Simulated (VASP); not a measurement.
Write the native input for VASP 6.6.1 that does the following.

```
Task                   : single point
Functional             : LDA
Potentials or basis    : VASP PAW LDA potentials, release 64 (W_sv, S)
Cutoff                 : 520 eV
k mesh                 : 12 × 12 × 2
Occupations            : gaussian, width 0.05 eV
Spin                   : no spin polarisation
Dipole correction      : no
Further INCAR settings : ALGO = Normal; EDIFF = 1e-07; NBANDS = 35
```

The structure of WS2 lies in POSCAR:

```
WS2
1.0
    3.1268885866      0.0000000000      0.0000000000
   -1.5634442933      2.7079649508      0.0000000000
    0.0000000000      0.0000000000     12.1559717714
W S
2 4
Direct
    0.3333333333      0.6666666667      0.2500000000
    0.6666666667      0.3333333333      0.7500000000
    0.3333333333      0.6666666667      0.6215153248
    0.6666666667      0.3333333333      0.1215153248
    0.3333333333      0.6666666667      0.8784846752
    0.6666666667      0.3333333333      0.3784846752
```

The input as run:

INCAR

```
SYSTEM = WS2
  PREC = Accurate
  ENCUT = 520
  EDIFF = 1E-7
  ISMEAR = 0
  SIGMA = 0.05
  LREAL = .False.
  LASPH = .True.
  NELM = 80
  ALGO = Normal
  ISIF = 2
  LWAVE = .False.
  LCHARG = .False.
  GGA = CA
  NBANDS = 35
```

KPOINTS

```
regular mesh
0
Gamma
  12 12 2
  0 0 0
```

Potentials or basis: VASP PAW LDA potentials, release 64 (W_sv, S).

Command:

```console
$ cat potpaw_LDA.64/W_sv/POTCAR potpaw_LDA.64/S/POTCAR > POTCAR
$ mpirun -np 1 vasp_std > vasp.out
```

It gave:

The pressure is 0.4 GPa, the largest force is 0.051 eV/Å and the band gap on the k mesh is 0.85 eV, indirect (least direct gap 1.89 eV).

Caveat: spin-orbit coupling is left out, which moves the levels of the heavy elements.

It took 4.1 min on 1 thread of AMD EPYC 7R13, with other jobs on the host, peak memory 0.22 GiB.
